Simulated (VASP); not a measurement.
Here is a VASP 6.6.1 calculation.

INCAR

```
PREC     = Accurate       # precision mode
ENCUT    = 520            # plane-wave cutoff, eV
EDIFF    = 1E-6           # SCF threshold, eV
ISMEAR   = 0              # smearing method
SIGMA    = 0.1            # smearing width, eV
LREAL    = False          # projectors in reciprocal space
LASPH    = True           # aspherical terms in the spheres
NELM     = 80             # most SCF steps
ALGO     = Normal         # electronic algorithm
ISIF     = 2              # what is computed and relaxed
LWAVE    = False          # write WAVECAR
LCHARG   = True           # write CHGCAR
GGA      = CA             # functional
LELF     = True           # ELF
LVHAR    = True         
NBANDS   = 28             # bands
```

KPOINTS

```
regular mesh
0
Gamma
  4 4 4
```

The input POSCAR:

```
SrCa3
1.0
    5.4556457568      0.0000000000      0.0000000000
    0.0000000000      5.4556457568      0.0000000000
    0.0000000000      0.0000000000      5.4556457568
Sr Ca
1 3
Direct
    0.0000000000      0.0000000000      0.0000000000
    0.0000000000      0.5000000000      0.5000000000
    0.5000000000      0.0000000000      0.5000000000
    0.5000000000      0.5000000000      0.0000000000
```

Potentials or basis: VASP PAW LDA potentials, release 64 (Sr_sv, Ca_sv).

Run with:

```sh
$ cat potpaw_LDA.64/Sr_sv/POTCAR potpaw_LDA.64/Ca_sv/POTCAR > POTCAR
$ mpirun -np 1 vasp_std > vasp.out
```

Predict the band gap on the k mesh.

zero (band 20 reaches 2.31 eV, above the bottom of band 21 at 1.98 eV).

What does it give for the pressure?

0.0 GPa.
